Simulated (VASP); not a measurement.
# In (I4/mmm) in VASP: further runs

In is run at these levels: PBEsol, PBE; tasks: single point.

All numbers are computed with VASP 6.6.1; they aren't measurements. Logs are shortened: lines on timing, memory, paths and dates and some standing lists are left out, and cuts for length are marked.

### 1 The cell of the first run

Symmetry: I4/mmm, No. 139, tetragonal system. Conventional cell: a = 3.229 Å, b = 3.229 Å, c = 4.914 Å, α = 90.00°, β = 90.00°, γ = 90.00°. In (site symmetry 4/mmm) has 12 In at 3.23 to 3.35 Å within 4.2 Å.

### 2 Single point, PBEsol (volume scaled by 0.98)

File INCAR:

```
PREC = Accurate ; ENCUT = 520
EDIFF = 1E-7 ; ISMEAR = -1
SIGMA = 0.05 ; LREAL = False
LASPH = True ; NELM = 80
ALGO = Normal ; ISIF = 2
LWAVE = False ; LCHARG = False
GGA = PS ; NBANDS = 12
```

File KPOINTS:

```
regular mesh
0
Gamma
  11 11 11
```

File POSCAR:

```
In
1.0
   -1.6145604767      1.6145604767      2.4570974863
    1.6145604767     -1.6145604767      2.4570974863
    1.6145604767      1.6145604767     -2.4570974863
In
1
Direct
    0.0000000000      0.0000000000      0.0000000000
```

Potentials or basis: VASP PAW PBE potentials, release 64 (In_d).

The run is started by

```
cat potpaw_PBE.64/In_d/POTCAR > POTCAR
mpirun -np 1 vasp_std > vasp.out
```

OUTCAR:

```text
PREC = Accurate
   ENCUT = 520
   EDIFF = 1E-7
   ISMEAR = -1
   LREAL = False
   LASPH = True
   NELM = 80
   ISIF = 2
   GGA = PS

 ion  position               nearest neighbor table
   1  0.000  0.000  0.000-

  LATTYP: Found a body centered tetragonal cell.
 ALAT       =     3.2291209534
 C/A-ratio  =     1.5218367610

  Lattice vectors:

 A1 = (  -1.6145604767,   1.6145604767,   2.4570974863)
 A2 = (   1.6145604767,  -1.6145604767,   2.4570974863)
 A3 = (   1.6145604767,   1.6145604767,  -2.4570974863)

Analysis of symmetry for initial positions (statically):
=====================================================================
 Subroutine PRICEL returns:
 Original cell was already a primitive cell.

 Routine SETGRP: Setting up the symmetry group for a
 body centered tetragonal supercell.

 Subroutine GETGRP returns: Found 16 space group operations
 (whereof 16 operations were pure point group operations)
 out of a pool of 16 trial point group operations.

The static configuration has the point symmetry D_4h.

Analysis of symmetry for dynamics (positions and initial velocities):
=====================================================================
 Subroutine PRICEL returns:
 Original cell was already a primitive cell.

 Routine SETGRP: Setting up the symmetry group for a
 body centered tetragonal supercell.

 Subroutine GETGRP returns: Found 16 space group operations
 (whereof 16 operations were pure point group operations)
 out of a pool of 16 trial point group operations.

The dynamic configuration has the point symmetry D_4h.

 Subroutine INISYM returns: Found 16 space group operations
 (whereof 16 operations are pure point group operations),
 and found     1 'primitive' translations

----------------------------------------------------------------------------------------

                                     Primitive cell

  volume of cell :      25.6207

  direct lattice vectors                    reciprocal lattice vectors
    -1.614560477  1.614560477  2.457097486     0.000000000  0.309681803  0.203492130
     1.614560477 -1.614560477  2.457097486     0.309681803  0.000000000  0.203492130
     1.614560477  1.614560477 -2.457097486     0.309681803  0.309681803  0.000000000

  length of vectors
     3.354241960  3.354241960  3.354241960     0.370556158  0.370556158  0.437956206

  position of ions in fractional coordinates (direct lattice)
     0.000000000  0.000000000  0.000000000

  ion indices of the primitive-cell ions
   primitive index   ion index
                 1           1

----------------------------------------------------------------------------------------

 KPOINTS: regular mesh

Automatic generation of k-mesh.
 Grid dimensions read from file:
 generate k-points for:   11   11   11

 Generating k-lattice:

  Cartesian coordinates                     Fractional coordinates (reciprocal lattice)
     0.000000000  0.028152891  0.018499285     0.090909091 -0.000000000  0.000000000
     0.028152891  0.000000000  0.018499285    -0.000000000  0.090909091  0.000000000
     0.028152891  0.028152891  0.000000000     0.000000000  0.000000000  0.090909091

  Length of vectors
     0.033686923  0.033686923  0.039814201

  Shift w.r.t. Gamma in fractional coordinates (k-lattice)
     0.000000000  0.000000000  0.000000000

 Subroutine IBZKPT returns following result:
 ===========================================

 Found    126 irreducible k-points:

 Following reciprocal coordinates:
            Coordinates               Weight
  0.000000  0.000000  0.000000      1.000000
  0.090909 -0.000000  0.000000      8.000000
  0.181818 -0.000000  0.000000      8.000000
  0.272727 -0.000000  0.000000      8.000000
  0.363636  0.000000 -0.000000      8.000000
  0.454545  0.000000 -0.000000      8.000000
[... 16 lines left out ...]
 -0.272727  0.181818 -0.000000     16.000000
 -0.181818  0.181818  0.000000      4.000000
 [... further k-points ...]
   k-points           NKPTS =    126   k-points in BZ     NKDIM =    126   number of bands    NBANDS=     12
   number of dos      NEDOS =    301   number of ions     NIONS =      1
   total plane-waves  NPLWV =  21952
   dimension x,y,z NGX =    28 NGY =   28 NGZ =   28
   dimension x,y,z NGXF=    56 NGYF=   56 NGZF=   56
   ions per type =               1
   NGX,Y,Z   is equivalent  to a cutoff of  13.88, 13.88, 13.88 a.u.
   NGXF,Y,Z  is equivalent  to a cutoff of  27.76, 27.76, 27.76 a.u.
 SYSTEM =  unknown system
   PREC   = accura    normal or accurate (medium, high low for compatibility)
   ISTART =      0    job   : 0-new  1-cont  2-samecut
   ICHARG =      2    charge: 1-file 2-atom 10-const
   ISPIN  =      1    spin polarized calculation?
   LNONCOLLINEAR =      F non collinear calculations
   LSORBIT =      F    spin-orbit coupling
   LASPH  =      T    aspherical Exc in radial PAW
   ENCUT  =  520.0 eV  38.22 Ry    6.18 a.u.   6.24  6.24  6.24*2*pi/ulx,y,z
   NELM   =     80;   NELMIN=  2; NELMDL= -5     # of ELM steps
   EDIFF  = 0.1E-06   stopping-criterion for ELM
   LREAL  =      F    real-space projection
   EDIFFG = 0.1E-05   stopping-criterion for IOM
   NSW    =      0    number of steps for IOM
   IBRION =     -1    ionic relax: 0-MD 1-quasi-New 2-CG
   NFREE  =      0    steps in history (QN), initial steepest desc. (CG)
   ISIF   =      2    stress and relaxation
   ISYM   =      2    0-nonsym 1-usesym 2-fastsym
   POTIM  = 0.5000    time-step for ionic-motion
   TEBEG  =    0.0;   TEEND  =   0.0 temperature during run
   PSTRESS=    0.0 pullay stress
   NELECT =      13.0000    total number of electrons
   NUPDOWN=      -1.0000    fix difference up-down
   EMIN   =  10.00;   EMAX   =-10.00  energy-range for DOS
   EFERMI =   0.00;   METHOD = LEGACY
   ISMEAR =    -1;   SIGMA  =   0.05  broadening in eV -4-tet -1-fermi 0-gaus
   EFERMI_NEDOS =   21; number of points for ismear=-14 and -15
   IALGO  =     38    algorithm
   IMIX   =      4    mixing-type and parameters
     AMIX     =   0.40;   BMIX     =  1.00
     AMIX_MAG =   1.60;   BMIX_MAG =  1.00
  volume/ion in A,a.u.               =      25.62       172.90
  Fermi-wavevector in a.u.,A,eV,Ry     =   1.305747  2.467504 23.197586  1.704975
  Thomas-Fermi vector in A             =   2.436595
   LORBIT       =      0    0 simple, 1 ext, 2 COOP (PROOUT), +10 PAW based schemes
   GGA     = PS    functional components
   LHFCALC =     F    Hartree Fock is set to
   AEXX    =    0.0000 exact exchange contribution
   IVDW    =     0    specifies the selected vdW correction
   LEPSILON=     F    determine dielectric tensor
   LRPA    =     F    only Hartree local field effects (RPA)
 non-spin polarized calculation
  energy-cutoff  :      520.00
  volume of cell :       25.62
 maximum number of plane-waves:       717
 NGX is ok and might be reduce to    28
   NGX = 13   NGY = 13   NGZ = 13

 number of electron      13.0000004 magnetization

 Free energy of the ion-electron system (eV)
  ---------------------------------------------------
  ext. energy  EPLUGINS =         0.00000000
  ---------------------------------------------------
  free energy    TOTEN  =        -2.98397369 eV

  energy without entropy =       -2.98021116  energy(sigma->0) =       -2.98209242

 E-fermi :   7.6164     XC(G=0): -10.5051

 val. band max:        7.5707566334   @ k =  -0.4545   0.4545   0.2727
 cond. band min:       7.6273304507   @ k =   0.3636   0.2727   0.1818
 fundamental gap:      0.0565738173
 Fermi energy:         7.6163981883

 k-point     1 :       0.0000    0.0000    0.0000
  band No.  band energies     occupation
      1      -7.0479      2.00000
      2      -6.9346      2.00000
      3      -6.9346      2.00000
      4      -6.8469      2.00000
      5      -6.7372      2.00000
      6      -2.1169      2.00000
      7      18.2983      0.00000
      8      18.2983      0.00000
      9      18.4795      0.00000
     10      19.2245      0.00000
     11      21.7433      0.00000
     12      21.8510      0.00000

 k-point     2 :       0.0909   -0.0000    0.0000
  band No.  band energies     occupation
      1      -7.0345      2.00000
      2      -6.9358      2.00000
      3      -6.9210      2.00000
      4      -6.8436      2.00000
      5      -6.7425      2.00000
      6      -1.9324      2.00000
      7      16.2678      0.00000
      8      17.9736      0.00000
      9      18.0779      0.00000
     10      19.0611      0.00000
     11      22.0779      0.00000
     12      22.3349      0.00000

 k-point     3 :       0.1818   -0.0000    0.0000
  band No.  band energies     occupation
      1      -7.0144      2.00000
      2      -6.9465      2.00000
      3      -6.8932      2.00000
      4      -6.8146      2.00000
      5      -6.7478      2.00000
      6      -1.3720      2.00000
      7      13.0948      0.00000
      8      17.1059      0.00000
      9      17.6501      0.00000
     10      19.0157      0.00000
     11      20.9547      0.00000
     12      23.3668      0.00000

 k-point     4 :       0.2727   -0.0000    0.0000
  band No.  band energies     occupation
      1      -7.0149      2.00000
      2      -6.9713      2.00000
      3      -6.8857      2.00000
      4      -6.7431      2.00000
      5      -6.7250      2.00000
      6      -0.4241      2.00000
      7      10.0488      0.00000
      8      16.2662      0.00000
      9      17.2706      0.00000
     10      18.9468      0.00000
     11      20.0511      0.00000
     12      22.5621      0.00000

 k-point     5 :       0.3636    0.0000   -0.0000
  band No.  band energies     occupation
      1      -7.0326      2.00000
      2      -6.9954      2.00000
      3      -6.9017      2.00000
      4      -6.6800      2.00000
      5      -6.6622      2.00000
      6       0.9126      2.00000
      7       7.2784      1.99769
      8      15.6232      0.00000
      9      17.0196      0.00000
     10      18.8431      0.00000
     11      19.4760      0.00000
     12      21.5673      0.00000

 k-point     6 :       0.4545    0.0000   -0.0000
  band No.  band energies     occupation
      1      -7.0488      2.00000
      2      -7.0083      2.00000
      3      -6.9160      2.00000
      4      -6.6481      2.00000
      5      -6.6107      2.00000
      6       2.5954      2.00000
      7       4.8709      2.00000
      8      15.2755      0.00000
      9      16.9012      0.00000
     10      18.7587      0.00000
     11      19.2027      0.00000
     12      21.0447      0.00000

 k-point     7 :       0.0909    0.0909    0.0000
  band No.  band energies     occupation
      1      -7.0286      2.00000
      2      -6.9242      2.00000
      3      -6.9065      2.00000
      4      -6.8442      2.00000
      5      -6.7396      2.00000
      6      -1.6342      2.00000
      7      15.3431      0.00000
      8      15.5567      0.00000
      9      18.4660      0.00000
     10      19.4428      0.00000
     11      20.8671      0.00000
     12      22.0749      0.00000

 k-point     8 :       0.1818    0.0909    0.0000
  band No.  band energies     occupation
      1      -7.0124      2.00000
      2      -6.9307      2.00000
      3      -6.8871      2.00000
      4      -6.8208      2.00000
      5      -6.7280      2.00000
      6      -0.9563      2.00000
      7      12.2955      0.00000
      8      14.8928      0.00000
      9      17.6825      0.00000
     10      19.7918      0.00000
     11      20.1176      0.00000
     12      21.9494      0.00000
[... 166 lines left out ...]
 k-point    20 :       0.4545    0.1818    0.0000
  band No.  band energies     occupation
      1      -7.0296      2.00000
      2      -6.9332      2.00000
      3      -6.8827      2.00000
      4      -6.7341      2.00000
      5      -6.6181      2.00000
      6       3.7934      2.00000
      7       4.9224      2.00000
      8      12.4983      0.00000
      9      13.9230      0.00000
     10      16.6968      0.00000
     11      21.5738      0.00000
     12      23.9052      0.00000

 k-point    21 :      -0.4545    0.1818    0.0000
  band No.  band energies     occupation
      1      -7.0429      2.00000
      2      -6.9350      2.00000
      3      -6.8712      2.00000
      4      -6.7532      2.00000
      5      -6.6116      2.00000
      6       2.2143      2.00000
      7       6.9129      2.00000
      8      13.2820      0.00000
      9      13.7641      0.00000
     10      16.4316      0.00000
     11      21.8416      0.00000
     12      22.6129      0.00000

 k-point    22 :      -0.3636    0.1818    0.0000
  band No.  band energies     occupation
      1      -7.0442      2.00000
      2      -6.9268      2.00000
      3      -6.8531      2.00000
      4      -6.7809      2.00000
      5      -6.6551      2.00000
      6       0.7401      2.00000
      7       9.4970      0.00000
      8      13.6752      0.00000
      9      14.5734      0.00000
     10      16.5855      0.00000
     11      19.9534      0.00000
     12      22.9236      0.00000

 k-point    23 :      -0.2727    0.1818   -0.0000
  band No.  band energies     occupation
      1      -7.0352      2.00000
      2      -6.9003      2.00000
      3      -6.8463      2.00000
      4      -6.8188      2.00000
      5      -6.7224      2.00000
      6      -0.3627      2.00000
      7      12.3592      0.00000
      8      14.1866      0.00000
      9      15.4834      0.00000
     10      17.2422      0.00000
     11      18.1881      0.00000
     12      23.8295      0.00000

 k-point    24 :      -0.1818    0.1818    0.0000
  band No.  band energies     occupation
      1      -7.0100      2.00000
      2      -6.9073      2.00000
      3      -6.8556      2.00000
      4      -6.8498      2.00000
      5      -6.7603      2.00000
      6      -1.0787      2.00000
      7      14.8635      0.00000
      8      15.1089      0.00000
      9      15.8492      0.00000
     10      17.0027      0.00000
     11      19.2074      0.00000
     12      24.2287      0.00000

 [... further k-points ...]
[... 5 lines left out ...]
  --------------------------------------------------------------------------------------
  -------------------------------------------------------------------------------------
  Total        0.0091657      0.0091657     -0.0797984      0.0000000      0.0000000      0.0000000
  in kB        0.5731728      0.5731728     -4.9901500      0.0000000      0.0000000      0.0000000
  external PRESSURE =      -1.2812681 kB  Pullay stress =       0.0000000 kB

 VOLUME and BASIS-vectors are now :
 -----------------------------------------------------------------------------
  energy-cutoff  :      520.00
  volume of cell :       25.62
      direct lattice vectors                 reciprocal lattice vectors
    -1.614560477  1.614560477  2.457097486     0.000000000  0.309681803  0.203492130
     1.614560477 -1.614560477  2.457097486     0.309681803  0.000000000  0.203492130
     1.614560477  1.614560477 -2.457097486     0.309681803  0.309681803  0.000000000

 POSITION                                       TOTAL-FORCE (eV/Angst)
 -----------------------------------------------------------------------------------
      0.00000      0.00000      0.00000         0.000000      0.000000      0.000000
 -----------------------------------------------------------------------------------
    total drift:                               -0.000000     -0.000000     -0.000000

  FREE ENERGIE OF THE ION-ELECTRON SYSTEM (eV)
  ---------------------------------------------------
  free  energy   TOTEN  =        -2.9839736855 eV

  energy  without entropy=       -2.9802111602  energy(sigma->0) =       -2.98209242
```

Wall time 61 s (1 thread of Intel Xeon 6975P-C, shared host); peak memory 0.18 GiB.

Results:

* Free energy: -2.9840 eV
* Pressure: -0.1 GPa

Caveat: the cell differs from its parent crystal (volume scaled by 0.98); the PAW data sets were made with another functional, which shifts forces and pressure a little; spin-orbit coupling is left out, which moves the levels of the heavy elements.

### 3 Single point, PBE

This run uses another cell than the first one, of 26.14 Å³/atom, 1.020 times its volume.

File INCAR:

```
SYSTEM = In
PREC     = Accurate       ! precision mode
ENCUT    = 520            ! plane-wave cutoff, eV
EDIFF    = 1E-6           ! SCF threshold, eV
ISMEAR   = 0              ! smearing method
SIGMA    = 0.05           ! smearing width, eV
LREAL    = .FALSE.        ! projectors in reciprocal space
LASPH    = .TRUE.         ! aspherical terms in the spheres
NELM     = 60             ! most SCF steps
ALGO     = Normal         ! electronic algorithm
ISIF     = 2              ! what is computed and relaxed
LWAVE    = .FALSE.        ! write WAVECAR
LCHARG   = .TRUE.         ! write CHGCAR
GGA      = PE             ! functional
LELF     = .TRUE.         ! ELF
LVHAR    = .TRUE.       
NBANDS   = 12             ! bands
```

File KPOINTS:

```
Automatic mesh
0
G
  11 11 11
  0 0 0
```

File POSCAR:

```
In
1.0
   -1.6254700000      1.6254700000      2.4737000000
    1.6254700000     -1.6254700000      2.4737000000
    1.6254700000      1.6254700000     -2.4737000000
In
1
Direct
    0.0000000000      0.0000000000      0.0000000000
```

Potentials or basis: VASP PAW PBE potentials, release 64 (In_d).

The run is started by

```
cat potpaw_PBE.64/In_d/POTCAR > POTCAR
mpirun -np 1 vasp_std > vasp.out
```

Run time: 60 s. Hardware: 1 thread of Intel Xeon 6975P-C, shared host; peak memory 0.18 GiB.

It converged, with:

```yaml
Free_energy: -2.5496 eV
Pressure: 2.0 GPa
```

Stress tensor (GPa, compression positive):
```
2.15 0.00 0.00
0.00 2.15 0.00
0.00 0.00 1.59
```

Levels at points of the mesh, in eV from the Fermi level:
| k point | band 4 | band 5 | band 6 | band 7 | band 8 | band 9 |
| --- | --- | --- | --- | --- | --- | --- |
| (0.00, 0.00, 0.00) | -14.57 | -14.46 | -9.59 | 10.50 | 10.50 | 10.68 |

Caveat: spin-orbit coupling is left out, which moves the levels of the heavy elements.

### 4 Single point, PBEsol (volume scaled by 1.02)

File INCAR:

```
PREC = Accurate
ENCUT = 520
EDIFF = 1E-6
ISMEAR = -1
SIGMA = 0.05
LREAL = False
LASPH = True
NELM = 100
ALGO = Normal
ISIF = 2
LWAVE = False
LCHARG = False
GGA = PS
NBANDS = 12
```

File KPOINTS:

```
regular mesh
0
Gamma
  11 11 11
```

File POSCAR:

```
In
1.0
   -1.6362350157      1.6362350157      2.4900825966
    1.6362350157     -1.6362350157      2.4900825966
    1.6362350157      1.6362350157     -2.4900825966
In
1
Direct
    0.0000000000      0.0000000000      0.0000000000
```

The run is started by

```
cat potpaw_PBE.64/In_d/POTCAR > POTCAR
mpirun -np 1 vasp_std > vasp.out
```

Wall time 54 s (1 thread of Intel Xeon 6975P-C, shared host); peak memory 0.18 GiB.

Results (log left out):

| Property | Result |
| --- | --- |
| Free energy | -2.9783 eV |
| Pressure | -1.7 GPa |

Stress tensor (GPa, compression positive):
```
-1.59  0.00  0.00
 0.00 -1.59  0.00
 0.00  0.00 -1.88
```

Levels at points of the mesh, in eV from the Fermi level:
```csv
k point,band 2,band 3,band 4,band 5,band 6,band 7,band 8,band 9,band 10,band 11
"(0.00, 0.00, 0.00)",-14.51,-14.51,-14.43,-14.33,-9.45,10.33,10.33,10.49,11.53,13.78
```

Caveat: the cell differs from its parent crystal (volume scaled by 1.02); the PAW data sets were made with another functional, which shifts forces and pressure a little; spin-orbit coupling is left out, which moves the levels of the heavy elements.

### 5 Overview

| level | cell | smearing | gap on the mesh (eV) | pressure (GPa) |
| --- | --- | --- | --- | --- |
| PBEsol | a = 3.354 Å, angles 122.5, 122.5, 85.8°, 1 atom | fermi-dirac 0.05 eV | none | -0.1 |
| PBE | a = 3.377 Å, angles 122.5, 122.5, 85.8°, 1 atom | gaussian 0.05 eV | none | 2.0 |
| PBEsol | a = 3.399 Å, angles 122.5, 122.5, 85.8°, 1 atom | fermi-dirac 0.05 eV | none | -1.7 |

Alike in all rows: task single point; potentials or basis VASP PAW PBE potentials, release 64 (In_d); no spin polarisation; k mesh 11 × 11 × 11; cutoff (eV) 520.

Caveats: spin-orbit coupling is left out, which moves the levels of the heavy elements; the PAW data sets were made with another functional, which shifts forces and pressure a little (some runs).

Total energies depend on the potentials used, so only differences within one code and one set of settings carry meaning.
